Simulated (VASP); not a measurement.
# Ag in VASP: further runs, part 2 of 3

VASP 6.6.1. Earlier steps stand in the parts before.

### 3 Electric field gradients, LDA (equal xx and yy strain of +3 %)

INCAR

```
SYSTEM = Ag
  PREC = Accurate
  ENCUT = 520
  EDIFF = 1E-8
  ISMEAR = -1
  SIGMA = 0.05
  LREAL = .FALSE.
  LASPH = .TRUE.
  NELM = 60
  ALGO = Normal
  ISIF = 2
  LWAVE = .FALSE.
  LCHARG = .FALSE.
  GGA = CA
  LEFG = .TRUE.
  NBANDS = 12
```

KPOINTS

```
regular mesh
0
G
  15 15 15
  0 0 0
```

POSCAR

```
Ag
1.0
    0.0000000000      2.1043930000      2.0431000000
    2.1043930000      0.0000000000      2.0431000000
    2.1043930000      2.1043930000      0.0000000000
Ag
1
Direct
    0.0000000000      0.0000000000      0.0000000000
```

Potentials or basis: VASP PAW LDA potentials, release 64 (Ag).

Command:

```console
$ cat potpaw_LDA.64/Ag/POTCAR > POTCAR
$ mpirun -np 1 vasp_std > vasp.out
```

OUTCAR:

```text
SYSTEM = Ag
   PREC = Accurate
   ENCUT = 520
   EDIFF = 1E-8
   ISMEAR = -1
   LREAL = .FALSE.
   LASPH = .TRUE.
   NELM = 60
   ISIF = 2
   GGA = CA

 ion  position               nearest neighbor table
   1  0.000  0.000  0.000-

  LATTYP: Found a body centered tetragonal cell.
 ALAT       =     2.9760611212
 C/A-ratio  =     1.3730228761

  Lattice vectors:

 A1 = (   0.0000000000,  -2.1043930000,  -2.0431000000)
 A2 = (   0.0000000000,   2.1043930000,  -2.0431000000)
 A3 = (   2.1043930000,   0.0000000000,   2.0431000000)

Analysis of symmetry for initial positions (statically):
=====================================================================
 Subroutine PRICEL returns:
 Original cell was already a primitive cell.

 Routine SETGRP: Setting up the symmetry group for a
 body centered tetragonal supercell.

 Subroutine GETGRP returns: Found 16 space group operations
 (whereof 16 operations were pure point group operations)
 out of a pool of 16 trial point group operations.

The static configuration has the point symmetry D_4h.

Analysis of symmetry for dynamics (positions and initial velocities):
=====================================================================
 Subroutine PRICEL returns:
 Original cell was already a primitive cell.

 Routine SETGRP: Setting up the symmetry group for a
 body centered tetragonal supercell.

 Subroutine GETGRP returns: Found 16 space group operations
 (whereof 16 operations were pure point group operations)
 out of a pool of 16 trial point group operations.

The dynamic configuration has the point symmetry D_4h.

 Subroutine INISYM returns: Found 16 space group operations
 (whereof 16 operations are pure point group operations),
 and found     1 'primitive' translations

----------------------------------------------------------------------------------------

                                     Primitive cell

  volume of cell :      18.0956

  direct lattice vectors                    reciprocal lattice vectors
     0.000000000  2.104393000  2.043100000    -0.237598205  0.237598205  0.244726151
     2.104393000  0.000000000  2.043100000     0.237598205 -0.237598205  0.244726151
     2.104393000  2.104393000  0.000000000     0.237598205  0.237598205 -0.244726151

  length of vectors
     2.933040659  2.933040659  2.976061121     0.415688229  0.415688229  0.415688229

  position of ions in fractional coordinates (direct lattice)
     0.000000000  0.000000000  0.000000000

  ion indices of the primitive-cell ions
   primitive index   ion index
                 1           1

----------------------------------------------------------------------------------------

 KPOINTS: regular mesh

Automatic generation of k-mesh.
 Grid dimensions read from file:
[... 74 lines left out ...]
   TEBEG  =    0.0;   TEEND  =   0.0 temperature during run
   PSTRESS=    0.0 pullay stress
   NELECT =      11.0000    total number of electrons
   NUPDOWN=      -1.0000    fix difference up-down
   EMIN   =  10.00;   EMAX   =-10.00  energy-range for DOS
   EFERMI =   0.00;   METHOD = LEGACY
   ISMEAR =    -1;   SIGMA  =   0.05  broadening in eV -4-tet -1-fermi 0-gaus
   EFERMI_NEDOS =   21; number of points for ismear=-14 and -15
   IALGO  =     38    algorithm
   IMIX   =      4    mixing-type and parameters
     AMIX     =   0.40;   BMIX     =  1.00
     AMIX_MAG =   1.60;   BMIX_MAG =  1.00
  volume/ion in A,a.u.               =      18.10       122.12
  Fermi-wavevector in a.u.,A,eV,Ry     =   1.386803  2.620677 26.167013  1.923221
  Thomas-Fermi vector in A             =   2.511084
   LORBIT       =      0    0 simple, 1 ext, 2 COOP (PROOUT), +10 PAW based schemes
   GGA     = CA    functional components
   LHFCALC =     F    Hartree Fock is set to
   AEXX    =    0.0000 exact exchange contribution
   IVDW    =     0    specifies the selected vdW correction
   LEPSILON=     F    determine dielectric tensor
   LRPA    =     F    only Hartree local field effects (RPA)
 non-spin polarized calculation
  energy-cutoff  :      520.00
  volume of cell :       18.10
 maximum number of plane-waves:       515
 NGX is ok and might be reduce to    24
   NGX = 11   NGY = 11   NGZ = 11

 number of electron      11.0000000 magnetization

 Free energy of the ion-electron system (eV)
  ---------------------------------------------------
  ext. energy  EPLUGINS =         0.00000000
  ---------------------------------------------------
  free energy    TOTEN  =        -3.69315571 eV

  energy without entropy =       -3.69001902  energy(sigma->0) =       -3.69158737

 E-fermi :   7.4369     XC(G=0): -12.2372

 val. band max:        7.4361020036   @ k =  -0.4000   0.1333   0.0000
 cond. band min:       7.4422777806   @ k =  -0.2667   0.0000   0.2667
 fundamental gap:      0.0061757769
 Fermi energy:         7.4369006040

 k-point     1 :       0.0000    0.0000    0.0000
  band No.  band energies     occupation
      1      -0.0633      2.00000
      2       2.7135      2.00000
      3       2.7135      2.00000
      4       2.8835      2.00000
      5       3.6282      2.00000
      6       3.8000      2.00000
      7      23.2356      0.00000
      8      26.2686      0.00000
      9      26.2686      0.00000
     10      26.5681      0.00000
     11      31.2491      0.00000
     12      31.6691      0.00000
[... 331 lines left out ...]
 k-point    24 :       0.2000    0.1333    0.0000
  band No.  band energies     occupation
      1       1.0616      2.00000
      2       2.4893      2.00000
      3       3.0739      2.00000
      4       3.0819      2.00000
      5       3.5554      2.00000
      6       3.8296      2.00000
      7      21.8169      0.00000
      8      23.5888      0.00000
      9      23.6082      0.00000
     10      25.4239      0.00000
     11      28.9384      0.00000
     12      31.7530      0.00000

 [... further k-points ...]

------------------------ aborting loop because EDIFF is reached ----------------------------------------

  FORCE on cell =-STRESS in cart. coord.  units (eV):
  Direction    XX          YY          ZZ          XY          YZ          ZX
  --------------------------------------------------------------------------------------
  -------------------------------------------------------------------------------------
  Total       -1.3453939     -1.3453939     -1.3357282      0.0000000      0.0000000     -0.0000000
  in kB     -119.1205590   -119.1205590   -118.2647581      0.0000000      0.0000000     -0.0000000
  external PRESSURE =    -118.8352920 kB  Pullay stress =       0.0000000 kB

 VOLUME and BASIS-vectors are now :
 -----------------------------------------------------------------------------
  energy-cutoff  :      520.00
  volume of cell :       18.10
      direct lattice vectors                 reciprocal lattice vectors
     0.000000000  2.104393000  2.043100000    -0.237598205  0.237598205  0.244726151
     2.104393000  0.000000000  2.043100000     0.237598205 -0.237598205  0.244726151
     2.104393000  2.104393000  0.000000000     0.237598205  0.237598205 -0.244726151

 POSITION                                       TOTAL-FORCE (eV/Angst)
 -----------------------------------------------------------------------------------
      0.00000      0.00000      0.00000         0.000000      0.000000      0.000000
 -----------------------------------------------------------------------------------
    total drift:                               -0.000000      0.000000     -0.000000

  FREE ENERGIE OF THE ION-ELECTRON SYSTEM (eV)
  ---------------------------------------------------
  free  energy   TOTEN  =        -3.6931557092 eV

  energy  without entropy=       -3.6900190247  energy(sigma->0) =       -3.69158737

 Electric field gradients (V/A^2)
---------------------------------------------------------------------
 ion       V_xx      V_yy      V_zz      V_xy      V_xz      V_yz
---------------------------------------------------------------------
   1      -0.632    -0.632     1.265    -0.000     0.001     0.001
---------------------------------------------------------------------

 Electric field gradients after diagonalization (V/A^2)
 (convention: |V_zz| > |V_xx| > |V_yy|)
----------------------------------------------------------------------
 ion       V_xx      V_yy      V_zz     asymmetry (V_yy - V_xx)/ V_zz
----------------------------------------------------------------------
   1      -0.633    -0.632     1.265       0.000
----------------------------------------------------------------------

           NMR quadrupolar parameters

 Cq : quadrupolar parameter    Cq=e*Q*V_zz/h
 eta: asymmetry parameters     (V_yy - V_xx)/ V_zz
 Q  : nuclear electric quadrupole moment in mb (millibarn)
----------------------------------------------------------------------
 ion       Cq(MHz)       eta       Q (mb)
----------------------------------------------------------------------
   1       0.003       0.000       1.000
----------------------------------------------------------------------
```

stdout:

```text
POSCAR found type information on POSCAR Ag
 POSCAR found :  1 types and       1 ions
 scaLAPACK will be used
 LDA part: xc-table for (Slater(with rela. corr.)+CA(PZ))
 , standard interpolation
 POSCAR, INCAR and KPOINTS ok, starting setup
 FFT: planning ... GRIDC
 FFT: planning ... GRID_SOFT
 FFT: planning ... GRID
 WAVECAR not read
 entering main loop
ion   1
```

It took 49 s on 1 thread of Intel Xeon 8259CL, shared host; peak memory 0.18 GiB.

Results:

```
Free energy : -3.6932 eV
Pressure    : -11.9 GPa
```

Levels at points of the mesh, in eV from the Fermi level:
| k point | band 3 | band 4 | band 5 | band 6 | band 7 | band 8 | band 9 | band 10 |
| --- | --- | --- | --- | --- | --- | --- | --- | --- |
| (0.00, 0.00, 0.00) | -4.72 | -4.55 | -3.81 | -3.64 | 15.80 | 18.83 | 18.83 | 19.13 |

Electric field gradients, principal values (V/Å²):
```
atom   least  middle  greatest (by size)
1 Ag  -0.632  -0.633               1.265
```

Caveat: the cell differs from its parent crystal (equal xx and yy strain of +3 %); without QUAD_EFG the Cq values of the log hold for a quadrupole moment of 1 mb, not for the nuclei.

[end of part 2 of 3]
